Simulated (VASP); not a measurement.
# C3N4 (R3m) in VASP: further runs, part 2 of 2

VASP 6.6.1. Earlier steps stand in the parts before.

## (3) Vibrations by perturbation theory, LDA

Contents of INCAR:

```
PREC     = Accurate       # precision mode
ENCUT    = 520            # plane-wave cutoff, eV
EDIFF    = 1E-8           # SCF threshold, eV
ISMEAR   = 0              # smearing method
SIGMA    = 0.01           # smearing width, eV
LREAL    = False          # projectors in reciprocal space
LASPH    = True           # aspherical terms in the spheres
NELM     = 60             # most SCF steps
ALGO     = Normal         # electronic algorithm
ISIF     = 2              # what is computed and relaxed
LWAVE    = False          # write WAVECAR
LCHARG   = True           # write CHGCAR
GGA      = CA             # functional
NBANDS   = 25             # bands
IBRION   = 8              # ionic algorithm
NSW      = 1              # ionic steps
LEPSILON = True           # dielectric tensor by DFPT
```

Contents of KPOINTS:

```
Automatic mesh
0
Gamma
  6 6 6
```

Contents of POSCAR:

```
C3N4
1.0
    2.3625157711      1.3639991164      3.0697020330
   -2.3625157711      1.3639991164      3.0697020330
    0.0000000000     -2.7279982328      3.0697020330
C N
3 4
Direct
    0.4907364994      0.4907364994      0.0180267633
    0.4907364994      0.0180267633      0.4907364994
    0.0180267633      0.4907364994      0.4907364994
    0.6600128921      0.1700344105      0.1700344105
    0.1700344105      0.1700344105      0.6600128921
    0.6654175249      0.6654175249      0.6654175249
    0.1700344105      0.6600128921      0.1700344105
```

Potentials or basis: VASP PAW LDA potentials, release 64 (C, N).

Run with:

```console
$ cat potpaw_LDA.64/C/POTCAR potpaw_LDA.64/N/POTCAR > POTCAR
$ mpirun -np 1 vasp_std > vasp.out
```

OUTCAR:

```text
PREC = Accurate
   ENCUT = 520
   EDIFF = 1E-8
   ISMEAR = 0
   LREAL = False
   LASPH = True
   NELM = 60
   ISIF = 2
   GGA = CA
   IBRION = 8
   NSW = 1
   LEPSILON = True

 ion  position               nearest neighbor table
   1  0.491  0.491  0.018-   4 1.31   7 1.31   6 1.44
   2  0.491  0.018  0.491-   4 1.31   5 1.31   6 1.44
   3  0.018  0.491  0.491-   7 1.31   5 1.31   6 1.44
   4  0.660  0.170  0.170-   2 1.31   1 1.31
   5  0.170  0.170  0.660-   2 1.31   3 1.31
   6  0.665  0.665  0.665-   1 1.44   2 1.44   3 1.44
   7  0.170  0.660  0.170-   3 1.31   1 1.31

  LATTYP: Found a trigonal (rhomboedric) cell.
 ALAT       =     4.1067073100
 COS(alpha) =     0.3381006938

  Lattice vectors:

 A1 = (   2.3625157711,   1.3639991164,   3.0697020330)
 A2 = (  -2.3625157711,   1.3639991164,   3.0697020330)
 A3 = (   0.0000000000,  -2.7279982328,   3.0697020330)

Analysis of symmetry for initial positions (statically):
=====================================================================
 Subroutine PRICEL returns:
 Original cell was already a primitive cell.

 Routine SETGRP: Setting up the symmetry group for a
 trigonal (rhombohedral) supercell.
[... 1007 lines left out ...]

 SECOND DERIVATIVES (NOT SYMMETRIZED)
 ------------------------------------
               1X          1Y          1Z          2X          2Y          2Z          3X          3Y          3Z          4X          4Y          4Z          5X          5Y          5Z          6X          6Y          6Z          7X          7Y          7Z
  1X   -68.404427    0.000000    0.000000   -1.065794  -11.762995   -0.395673   -1.065794   11.762995    0.395673   27.557966  -10.567881    0.101615    6.512986   -0.000000    0.000000    8.907096   -0.000000    0.000000   27.557966   10.567881   -0.101615
  1Y     0.000000  -55.184756    0.376425   -9.932858   11.464003   -0.003179    9.932858   11.464003   -0.003179   -8.706252   11.301406   -0.138450    0.000000   -1.675529   -0.081601    0.000000   11.329466   -0.011566    8.706252   11.301406   -0.138450
  1Z     0.000000    0.375230  -19.345165   -0.200809   -0.342373    1.506817    0.200809   -0.342373    1.506817   -0.080429    0.101191    6.219028    0.000000    0.110168    0.859456    0.000000   -0.003035    3.034018    0.080429    0.101191    6.219028
  2X    -1.063026   -9.934456   -0.200589  -58.489673   -5.724285    0.325994   17.726134   -0.916666    0.195083    7.019602    3.151578   -0.069094   23.711491   10.927015   -0.170709   10.723874   -1.048917   -0.010016    0.371600    3.545731   -0.070668
  2Y   -11.764593   11.461235   -0.341073   -5.724285  -65.099509   -0.188213    0.913470   -7.327924    0.344252    1.289949   31.839770    0.157226   12.788645   15.147881   -0.018776   -1.048917    9.512689    0.005783    3.545731    4.465857    0.040800
  2Z    -0.396908   -0.002719    1.506817    0.324959   -0.187615  -19.345165   -0.196099    0.345092    1.506817    0.047419   -0.120249    6.219028    0.127849    0.019058    6.219028   -0.002628    0.001517    3.034018    0.095408   -0.055084    0.859456
  3X    -1.063026    9.934456    0.200589   17.726134    0.916666   -0.195083  -58.489673    5.724285   -0.325994    0.371600   -3.545731    0.070668   23.711491  -10.927015    0.170709   10.723874    1.048917    0.010016    7.019602   -3.151578    0.069094
  3Y    11.764593   11.461235   -0.341073   -0.913470   -7.327924    0.344252    5.724285  -65.099509   -0.188213   -3.545731    4.465857    0.040800  -12.788645   15.147881   -0.018776    1.048917    9.512689    0.005783   -1.289949   31.839770    0.157226
  3Z     0.396908   -0.002719    1.506817    0.196099    0.345092    1.506817   -0.324959   -0.187615  -19.345165   -0.095408   -0.055084    0.859456   -0.127849    0.019058    6.219028    0.002628    0.001517    3.034018   -0.047419   -0.120249    6.219028
  4X    27.548924   -8.720251   -0.078864    7.027036    1.296051    0.047184    0.356445   -3.539904   -0.096106  -48.743354   11.320060   -0.002607   -0.610365    4.118730   -0.005672    2.315460   -7.706747    0.095567   12.105855    3.232060    0.040499
  4Y   -10.552267   11.313400    0.100015    3.128066   31.835288   -0.118306   -3.539904    4.443974   -0.055487   11.320060  -61.814634   -0.001505   10.573773    7.861874    0.050039   -7.706747   11.214444    0.055175   -3.222982   -4.854346   -0.029932
  4Z     0.106459   -0.140454    6.217118   -0.068407    0.162423    6.217118    0.069024    0.039851    0.854623   -0.004885   -0.002821   -3.367296   -0.049342   -0.021133   -5.158518   -0.009877   -0.005702    0.395472   -0.042972   -0.032165   -5.158518
  5X     6.487738    0.000000    0.000000   23.717526   12.764325    0.126048   23.717526  -12.764325   -0.126048   -0.618226   10.569234   -0.046171  -68.350274    0.000000    0.000000   15.663937    0.000000    0.000000   -0.618226  -10.569234    0.046171
  5Y     0.000000   -1.687319    0.110973   10.932310   15.144798    0.018291  -10.932310   15.144798    0.018291    4.114191    7.869735   -0.020107    0.000000  -42.207714    0.003011    0.000000   -2.134033   -0.110351   -4.114191    7.869735   -0.020107
  5Z     0.000000   -0.079702    0.854623   -0.174867   -0.021969    6.217118    0.174867   -0.021969    6.217118   -0.006370    0.053297   -5.158518    0.000000    0.005641   -3.367296    0.000000    0.011404    0.395472    0.006370    0.053297   -5.158518
  6X     8.938986    0.000000    0.000000   10.719435   -1.027943   -0.002832   10.719435    1.027943    0.002832    2.312249   -7.690900   -0.010591   15.633279    0.000000    0.000000  -50.635633    0.000000   -0.000000    2.312249    7.690900    0.010591
  6Y     0.000000   11.312918   -0.003271   -1.027943    9.532469    0.001635    1.027943    9.532469    0.001635   -7.690900   11.192936   -0.006115   -0.000000   -2.128094    0.012229    0.000000  -50.635633    0.000000    7.690900   11.192936   -0.006115
  6Z     0.000000   -0.008970    3.033706   -0.007768    0.004485    3.033706    0.007768    0.004485    3.033706    0.096723    0.055843    0.393333    0.000000   -0.111686    0.393333    0.000000    0.000000  -10.281118   -0.096723    0.055843    0.393333
  7X    27.548924    8.720251    0.078864    0.356445    3.539904    0.096106    7.027036   -1.296051   -0.047184   12.105855   -3.232060   -0.040499   -0.610365   -4.118730    0.005672    2.315460    7.706747   -0.095567  -48.743354  -11.320060    0.002607
  7Y    10.552267   11.313400    0.100015    3.539904    4.443974   -0.055487   -3.128066   31.835288   -0.118306    3.222982   -4.854346   -0.029932  -10.573773    7.861874    0.050039    7.706747   11.214444    0.055175  -11.320060  -61.814634   -0.001505
  7Z    -0.106459   -0.140454    6.217118   -0.069024    0.039851    0.854623    0.068407    0.162423    6.217118    0.042972   -0.032165   -5.158518    0.049342   -0.021133   -5.158518    0.009877   -0.005702    0.395472    0.004885   -0.002821   -3.367296

 Eigenvectors and eigenvalues of the dynamical matrix
 ----------------------------------------------------

   1 f  =   46.549726 THz   292.480552 2PiTHz 1552.731711 cm-1   192.514110 meV
             X         Y         Z           dx          dy          dz
      0.000000  1.289551  3.068166     0.652633    0.000001    0.000000
      1.116784 -0.644776  3.068166     0.206360    0.257671    0.005475
     -1.116784 -0.644776  3.068166     0.206348   -0.257648   -0.005475
      1.157582  0.668330  3.069953    -0.267996    0.098755   -0.001387
      0.000000 -1.336660  3.069953    -0.439062   -0.000005    0.000000
      0.000000  0.000000  6.127901    -0.011639   -0.000000   -0.000000
     -1.157582  0.668330  3.069953    -0.268000   -0.098772    0.001387
[... 191 lines left out ...]
  21 f/i=    7.257468 THz    45.600014 2PiTHz  242.083064 cm-1    30.014461 meV
             X         Y         Z           dx          dy          dz
      0.000000  1.289551  3.068166     0.000208   -0.000242   -0.092266
      1.116784 -0.644776  3.068166     0.000378   -0.000233    0.168966
     -1.116784 -0.644776  3.068166     0.000285   -0.000091   -0.076700
      1.157582  0.668330  3.069953    -0.000006    0.000088    0.362082
      0.000000 -1.336660  3.069953    -0.000075   -0.000047    0.435562
      0.000000  0.000000  6.127901    -0.000089    0.000058    0.000000
     -1.157582  0.668330  3.069953     0.000077   -0.000039   -0.797644

--------------------------------------------------------------------------------------------------------

 MACROSCOPIC STATIC DIELECTRIC TENSOR IONIC CONTRIBUTION
 ------------------------------------------------------
           2.528587     0.000000    -0.000000
           0.000000     2.528587    -0.000000
           0.000000    -0.000000     0.194888
 ------------------------------------------------------

 ELASTIC MODULI CONTR FROM IONIC RELAXATION (kBar)
 Direction    XX          YY          ZZ          XY          YZ          ZX
 --------------------------------------------------------------------------------
 XX       -2590.7831   -422.4489      6.2259     -0.0000      5.3622     -0.0000
 YY        -422.4489  -2590.7831      6.2259      0.0000     -5.3622     -0.0000
 ZZ           6.2259      6.2259     -0.1040     -0.0000     -0.0000      0.0000
 XY           0.0000      0.0000     -0.0000  -1084.1816     -0.0000      3.1047
 YZ           5.3622     -5.3622     -0.0000     -0.0000     -0.3474      0.0000
 ZX          -0.0000     -0.0000      0.0000      3.1047      0.0000     -0.3092
 --------------------------------------------------------------------------------

 PIEZOELECTRIC TENSOR IONIC CONTR  for field in x, y, z        (C/m^2)
          XX          YY          ZZ          XY          YZ          ZX
  --------------------------------------------------------------------------------
  x    -0.00000     0.00000     0.00000    -0.34306     0.00000    -0.01475
  y    -0.34306     0.34306    -0.00000    -0.00000    -0.01633     0.00000
  z    -0.00742    -0.00742     0.00138     0.00000     0.00000    -0.00000
```

Run time: 35 min. Hardware: 1 thread of Oxide Virtual Turin-like, shared host; peak memory 0.56 GiB.

What came out:

```
Electronic dielectric tensor (diagonal)                 : 6.30, 6.30, 2.80
Born charges (mean of the diagonal)                     : C +2.23; N -1.51, -2.15 e
Highest phonon frequency at Γ, LO-TO splitting left out : 1553 cm⁻¹
Most unstable mode                                      : 242i cm⁻¹
```

Phonon frequencies in cm⁻¹ (negative: imaginary):
| q point | frequencies |
| --- | --- |
| (0.000, 0.000, 0.000) | -242 -242 0 0 0 430 469 689 689 705 705 785 1053 1114 1114 1325 1325 1356 1379 1553 1553 |

Electronic dielectric tensor:
```
6.30 0.00 0.00
0.00 6.30 0.00
0.00 0.00 2.80
```

Born effective charge tensors (e):
atom 1, C
```
 1.88  0.00  0.00
 0.00  4.25 -0.10
 0.00  0.04  0.57
```
atom 2, C
```
 3.66 -1.03 -0.09
-1.03  2.47  0.05
 0.04 -0.02  0.57
```
atom 3, C
```
 3.66  1.03  0.09
 1.03  2.47  0.05
-0.04 -0.02  0.57
```
atom 4, N
```
-1.57  0.86  0.02
 0.86 -2.57  0.01
-0.02 -0.01 -0.39
```
atom 5, N
```
-3.07  0.00  0.00
 0.00 -1.07 -0.03
 0.00  0.02 -0.39
```
atom 6, N
```
-2.97  0.00  0.00
 0.00 -2.97  0.00
 0.00  0.00 -0.52
```
atom 7, N
```
-1.57 -0.86 -0.02
-0.86 -2.57  0.01
 0.02 -0.01 -0.39
```

Caveat: the cell wasn't relaxed at this level first, which shifts response properties; some modes are imaginary.
